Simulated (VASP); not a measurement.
# BP (F-43m) in VASP: notebook

The runs below take BP through single point, relaxation of cell and atoms, with LDA.

All numbers are computed with VASP 6.6.1; they aren't measurements. Logs are shortened: lines on timing, memory, paths and dates and some standing lists are left out, and cuts for length are marked.

## 1. The cell of the first run

Symmetry: F-43m, No. 216, cubic system. The conventional cell has a = 4.491 Å, b = 4.491 Å, c = 4.491 Å, α = 90.00°, β = 90.00°, γ = 90.00°. B (site symmetry -43m) has 4 P at 1.94 Å within 2.6 Å. P (site symmetry -43m) has 4 B at 1.94 Å within 2.6 Å.

## 2. Single point, LDA

The input, INCAR:

```
  PREC = Accurate
  ENCUT = 500
  EDIFF = 1E-6
  ISMEAR = 0
  SIGMA = 0.02
  LREAL = False
  LASPH = True
  NELM = 120
  ALGO = Normal
  ISIF = 2
  LWAVE = False
  LCHARG = False
  GGA = CA
  NBANDS = 11
  GGA_COMPAT = False
```

The input, KPOINTS:

```
Automatic mesh
0
Gamma
  10 10 10
```

The input, POSCAR:

```
BP
1.0
    0.0000000000      2.2454202123      2.2454202123
    2.2454202123      0.0000000000      2.2454202123
    2.2454202123      2.2454202123      0.0000000000
B P
1 1
Direct
    0.0000000000      0.0000000000      0.0000000000
    0.2500000000      0.2500000000      0.2500000000
```

Potentials or basis: VASP PAW LDA potentials, release 64 (B, P).

Command:

```bash
$ cat potpaw_LDA.64/B/POTCAR potpaw_LDA.64/P/POTCAR > POTCAR
$ mpirun -np 1 vasp_std > vasp.out
```

OUTCAR:

```text
PREC = Accurate
   ENCUT = 500
   EDIFF = 1E-6
   ISMEAR = 0
   LREAL = False
   LASPH = True
   NELM = 120
   ISIF = 2
   GGA = CA

 ion  position               nearest neighbor table
   1  0.000  0.000  0.000-   2 1.94   2 1.94   2 1.94   2 1.94
   2  0.250  0.250  0.250-   1 1.94   1 1.94   1 1.94   1 1.94

  LATTYP: Found a face centered cubic cell.
 ALAT       =     4.4908404246

  Lattice vectors:

 A1 = (   0.0000000000,   2.2454202123,   2.2454202123)
 A2 = (   2.2454202123,   0.0000000000,   2.2454202123)
 A3 = (   2.2454202123,   2.2454202123,   0.0000000000)

Analysis of symmetry for initial positions (statically):
=====================================================================
 Subroutine PRICEL returns:
 Original cell was already a primitive cell.

 Routine SETGRP: Setting up the symmetry group for a
 face centered cubic supercell.

 Subroutine GETGRP returns: Found 24 space group operations
 (whereof 24 operations were pure point group operations)
 out of a pool of 48 trial point group operations.

The static configuration has the point symmetry T_d .

Analysis of symmetry for dynamics (positions and initial velocities):
=====================================================================
 Subroutine PRICEL returns:
 Original cell was already a primitive cell.

 Routine SETGRP: Setting up the symmetry group for a
 face centered cubic supercell.

 Subroutine GETGRP returns: Found 24 space group operations
 (whereof 24 operations were pure point group operations)
 out of a pool of 48 trial point group operations.

The dynamic configuration has the point symmetry T_d .

 Subroutine INISYM returns: Found 24 space group operations
 (whereof 24 operations are pure point group operations),
 and found     1 'primitive' translations

----------------------------------------------------------------------------------------

                                     Primitive cell

  volume of cell :      22.6424

  direct lattice vectors                    reciprocal lattice vectors
     0.000000000  2.245420212  2.245420212    -0.222675470  0.222675470  0.222675470
     2.245420212  0.000000000  2.245420212     0.222675470 -0.222675470  0.222675470
     2.245420212  2.245420212  0.000000000     0.222675470  0.222675470 -0.222675470

  length of vectors
     3.175503717  3.175503717  3.175503717     0.385685227  0.385685227  0.385685227

  position of ions in fractional coordinates (direct lattice)
     0.000000000  0.000000000  0.000000000
     0.250000000  0.250000000  0.250000000

  ion indices of the primitive-cell ions
   primitive index   ion index
                 1           1
                 2           2

----------------------------------------------------------------------------------------

 KPOINTS: Automatic mesh

Automatic generation of k-mesh.
 Grid dimensions read from file:
 generate k-points for:   10   10   10

 Generating k-lattice:

  Cartesian coordinates                     Fractional coordinates (reciprocal lattice)
    -0.022267547  0.022267547  0.022267547     0.100000000  0.000000000  0.000000000
     0.022267547 -0.022267547  0.022267547     0.000000000  0.100000000  0.000000000
     0.022267547  0.022267547 -0.022267547     0.000000000  0.000000000  0.100000000

  Length of vectors
     0.038568523  0.038568523  0.038568523

  Shift w.r.t. Gamma in fractional coordinates (k-lattice)
     0.000000000  0.000000000  0.000000000

 Subroutine IBZKPT returns following result:
 ===========================================

 Found     47 irreducible k-points:

 Following reciprocal coordinates:
            Coordinates               Weight
  0.000000  0.000000  0.000000      1.000000
  0.100000  0.000000  0.000000      8.000000
  0.200000  0.000000  0.000000      8.000000
  0.300000  0.000000  0.000000      8.000000
  0.400000  0.000000  0.000000      8.000000
  0.500000  0.000000  0.000000      4.000000
[... 16 lines left out ...]
  0.300000  0.300000  0.000000      6.000000
  0.400000  0.300000  0.000000     24.000000
 [... further k-points ...]
   k-points           NKPTS =     47   k-points in BZ     NKDIM =     47   number of bands    NBANDS=     11
   number of dos      NEDOS =    301   number of ions     NIONS =      2
   total plane-waves  NPLWV =  13824
   dimension x,y,z NGX =    24 NGY =   24 NGZ =   24
   dimension x,y,z NGXF=    48 NGYF=   48 NGZF=   48
   ions per type =               1   1
   NGX,Y,Z   is equivalent  to a cutoff of  12.56, 12.56, 12.56 a.u.
   NGXF,Y,Z  is equivalent  to a cutoff of  25.13, 25.13, 25.13 a.u.
 SYSTEM =  unknown system
   PREC   = accura    normal or accurate (medium, high low for compatibility)
   ISTART =      0    job   : 0-new  1-cont  2-samecut
   ICHARG =      2    charge: 1-file 2-atom 10-const
   ISPIN  =      1    spin polarized calculation?
   LNONCOLLINEAR =      F non collinear calculations
   LSORBIT =      F    spin-orbit coupling
   LASPH  =      T    aspherical Exc in radial PAW
   ENCUT  =  500.0 eV  36.75 Ry    6.06 a.u.   5.79  5.79  5.79*2*pi/ulx,y,z
   NELM   =    120;   NELMIN=  2; NELMDL= -5     # of ELM steps
   EDIFF  = 0.1E-05   stopping-criterion for ELM
   LREAL  =      F    real-space projection
   EDIFFG = 0.1E-04   stopping-criterion for IOM
   NSW    =      0    number of steps for IOM
   IBRION =     -1    ionic relax: 0-MD 1-quasi-New 2-CG
   NFREE  =      0    steps in history (QN), initial steepest desc. (CG)
   ISIF   =      2    stress and relaxation
   ISYM   =      2    0-nonsym 1-usesym 2-fastsym
   POTIM  = 0.5000    time-step for ionic-motion
   TEBEG  =    0.0;   TEEND  =   0.0 temperature during run
   PSTRESS=    0.0 pullay stress
   NELECT =       8.0000    total number of electrons
   NUPDOWN=      -1.0000    fix difference up-down
   EMIN   =  10.00;   EMAX   =-10.00  energy-range for DOS
   EFERMI =   0.00;   METHOD = LEGACY
   ISMEAR =     0;   SIGMA  =   0.02  broadening in eV -4-tet -1-fermi 0-gaus
   EFERMI_NEDOS =   21; number of points for ismear=-14 and -15
   IALGO  =     38    algorithm
   IMIX   =      4    mixing-type and parameters
     AMIX     =   0.40;   BMIX     =  1.00
     AMIX_MAG =   1.60;   BMIX_MAG =  1.00
  volume/ion in A,a.u.               =      11.32        76.40
  Fermi-wavevector in a.u.,A,eV,Ry     =   1.157348  2.187070 18.224375  1.339454
  Thomas-Fermi vector in A             =   2.293960
   LORBIT       =      0    0 simple, 1 ext, 2 COOP (PROOUT), +10 PAW based schemes
   GGA     = CA    functional components
   LHFCALC =     F    Hartree Fock is set to
   AEXX    =    0.0000 exact exchange contribution
   IVDW    =     0    specifies the selected vdW correction
   LEPSILON=     F    determine dielectric tensor
   LRPA    =     F    only Hartree local field effects (RPA)
 non-spin polarized calculation
 Gauss-broadening in eV      SIGMA  =   0.02
  energy-cutoff  :      500.00
  volume of cell :       22.64
 maximum number of plane-waves:       589
   NGX = 11   NGY = 11   NGZ = 11

 number of electron       8.0000001 magnetization

 Free energy of the ion-electron system (eV)
  ---------------------------------------------------
  ext. energy  EPLUGINS =         0.00000000
  ---------------------------------------------------
  free energy    TOTEN  =       -14.39907687 eV

  energy without entropy =      -14.39907687  energy(sigma->0) =      -14.39907687

 E-fermi :   7.8941     XC(G=0): -11.2178

 val. band max:        7.7840340007   @ k =   0.0000   0.0000   0.0000
 cond. band min:       8.9349937518   @ k =   0.4000   0.4000   0.0000
 fundamental gap:      1.1509597511
 Fermi energy:         7.8940640757

 k-point     1 :       0.0000    0.0000    0.0000
  band No.  band energies     occupation
      1      -7.8851      2.00000
      2       7.7840      2.00000
      3       7.7840      2.00000
      4       7.7840      2.00000
      5      11.2125      0.00000
      6      11.2125      0.00000
      7      11.2125      0.00000
      8      15.6350      0.00000
      9      19.2639      0.00000
     10      20.0584      0.00000
     11      20.0584      0.00000

 k-point     2 :       0.1000    0.0000    0.0000
  band No.  band energies     occupation
      1      -7.7005      2.00000
      2       6.4701      2.00000
      3       7.4824      2.00000
      4       7.4824      2.00000
      5      11.6298      0.00000
      6      11.6298      0.00000
      7      11.6703      0.00000
      8      16.1079      0.00000
      9      19.3199      0.00000
     10      19.3199      0.00000
     11      19.8439      0.00000

 k-point     3 :       0.2000    0.0000    0.0000
  band No.  band energies     occupation
      1      -7.1531      2.00000
      2       4.0932      2.00000
      3       6.9131      2.00000
      4       6.9131      2.00000
      5      11.9271      0.00000
      6      12.3565      0.00000
      7      12.3565      0.00000
      8      17.1226      0.00000
      9      18.6843      0.00000
     10      18.6843      0.00000
     11      20.7400      0.00000

 k-point     4 :       0.3000    0.0000    0.0000
  band No.  band energies     occupation
      1      -6.2712      2.00000
      2       1.6865      2.00000
      3       6.4172      2.00000
      4       6.4172      2.00000
      5      11.8808      0.00000
      6      12.6666      0.00000
      7      12.6666      0.00000
      8      17.8190      0.00000
      9      19.2814      0.00000
     10      19.2814      0.00000
     11      21.0912      0.00000
[... 239 lines left out ...]
 k-point    22 :      -0.2000    0.2000    0.0000
  band No.  band energies     occupation
      1      -5.9725      2.00000
      2       2.5040      2.00000
      3       3.4955      2.00000
      4       6.5220      2.00000
      5      12.2926      0.00000
      6      13.1527      0.00000
      7      14.2583      0.00000
      8      16.2557      0.00000
      9      17.2922      0.00000
     10      21.4739      0.00000
     11      23.8422      0.00000

 k-point    23 :       0.3000    0.3000    0.0000
  band No.  band energies     occupation
      1      -5.7169      2.00000
      2       2.9882      2.00000
      3       4.4800      2.00000
      4       4.4800      2.00000
      5       9.2388      0.00000
      6      11.5997      0.00000
      7      16.7771      0.00000
      8      16.7771      0.00000
      9      21.1531      0.00000
     10      22.3587      0.00000
     11      24.4570      0.00000

 k-point    24 :       0.4000    0.3000    0.0000
  band No.  band energies     occupation
      1      -4.8680      2.00000
      2       1.6293      2.00000
      3       3.6231      2.00000
      4       4.1795      2.00000
      5       9.5235      0.00000
      6      11.3193      0.00000
      7      17.3980      0.00000
      8      17.4229      0.00000
      9      21.9839      0.00000
     10      23.2460      0.00000
     11      25.0842      0.00000

 [... further k-points ...]

------------------------ aborting loop because EDIFF is reached ----------------------------------------

  FORCE on cell =-STRESS in cart. coord.  units (eV):
  Direction    XX          YY          ZZ          XY          YZ          ZX
  --------------------------------------------------------------------------------------
  -------------------------------------------------------------------------------------
  Total       -0.0211859     -0.0211859     -0.0211859     -0.0000000     -0.0000000      0.0000000
  in kB       -1.4991131     -1.4991131     -1.4991131     -0.0000000     -0.0000000      0.0000000
  external PRESSURE =      -1.4991131 kB  Pullay stress =       0.0000000 kB

 VOLUME and BASIS-vectors are now :
 -----------------------------------------------------------------------------
  energy-cutoff  :      500.00
  volume of cell :       22.64
      direct lattice vectors                 reciprocal lattice vectors
     0.000000000  2.245420212  2.245420212    -0.222675470  0.222675470  0.222675470
     2.245420212  0.000000000  2.245420212     0.222675470 -0.222675470  0.222675470
     2.245420212  2.245420212  0.000000000     0.222675470  0.222675470 -0.222675470

 POSITION                                       TOTAL-FORCE (eV/Angst)
 -----------------------------------------------------------------------------------
      0.00000      0.00000      0.00000        -0.000000     -0.000000     -0.000000
      1.12271      1.12271      1.12271         0.000000      0.000000      0.000000
 -----------------------------------------------------------------------------------
    total drift:                                0.000000      0.000000      0.000000

  FREE ENERGIE OF THE ION-ELECTRON SYSTEM (eV)
  ---------------------------------------------------
  free  energy   TOTEN  =       -14.3990768679 eV

  energy  without entropy=      -14.3990768679  energy(sigma->0) =      -14.39907687
```

Wall time 3.4 s (1 thread of Intel Xeon 6975P-C (Granite Rapids), shared host); peak memory 0.12 GiB.

What came out:

```yaml
Free_energy: -14.3991 eV
Pressure: -0.1 GPa
Band_gap_on_the_k_mesh: 1.15 eV (least direct gap 3.43 eV)
```

A k mesh can miss the band edges.

## 3. Relaxation of cell and atoms, LDA

This run uses another cell than the first one, of 11.76 Å³/atom.

The input, INCAR:

```
SYSTEM = BP
PREC = Accurate
ENCUT = 500
EDIFF = 1E-7
ISMEAR = 0
SIGMA = 0.02
LREAL = .FALSE.
LASPH = .TRUE.
NELM = 120
ALGO = Normal
ISIF = 3
LWAVE = .FALSE.
LCHARG = .FALSE.
GGA = CA
IBRION = 2
NSW = 70
EDIFFG = -0.005
GGA_COMPAT = .FALSE.
NELMIN = 4
```

The input, KPOINTS:

```
regular mesh
0
G
  10 10 10
  0 0 0
```

The input, POSCAR:

```
BP
1.0
    0.0000000000      2.2741519252      2.2741519252
    2.2741519252      0.0000000000      2.2741519252
    2.2741519252      2.2741519252      0.0000000000
B P
1 1
Direct
    0.0000000000      0.0000000000      0.0000000000
    0.2500000000      0.2500000000      0.2500000000
```

Potentials or basis: VASP PAW LDA potentials, release 64 (B, P).

Command:

```bash
$ cat potpaw_LDA.64/B/POTCAR potpaw_LDA.64/P/POTCAR > POTCAR
$ mpirun -np 1 vasp_std > vasp.out
```

Run time: 5.7 s. Hardware: 1 thread of Intel Xeon 6975P-C (Granite Rapids), shared host; peak memory 0.12 GiB.

The run converged. Its results:

* Free energy: -14.3995 eV
* Relaxed volume: 11.31 Å³/atom
* Relaxed cell: a = 3.175 Å, b = 3.175 Å, c = 3.175 Å, α = 60.00°, β = 60.00°, γ = 60.00°
* Space group after relaxing (to 0.1 Å): F-43m (No. 216)
* Energy gained by relaxing: 9.2 meV/atom
* Ionic steps: 3
* Pressure after relaxing: 0.0 GPa
* Band gap on the k mesh: 1.15 eV (least direct gap 3.43 eV)

Step by step:
```
step  energy change (eV)  largest force (eV/Å)  pressure (GPa)  volume (Å³)
   1              0.0000                0.0000           -6.36        23.52
   2             -0.0076                0.0000            5.43        21.97
   3             -0.0184                0.0000           -0.02        22.63
```

Final structure:
```
B P
1.0
     0.00000    2.24486    2.24486
     2.24486    0.00000    2.24486
     2.24486    2.24486    0.00000
B P
1 1
Direct
  0.00000 0.00000 0.00000
  0.25000 0.25000 0.25000
```

Levels at points of the mesh, in eV from the valence-band top:
```
           k point  band 1  band 2  band 3  band 4  band 5  band 6  band 7  band 8
(0.00, 0.00, 0.00)  -15.68    0.00    0.00    0.00    3.43    3.43    3.43    7.86
(0.50, 0.00, 0.00)  -12.22   -9.24   -1.79   -1.79    3.98    4.70    4.70   10.04
(0.50, 0.50, 0.00)  -10.68   -8.65   -4.22   -4.22    1.24    1.53   12.30   12.30
```
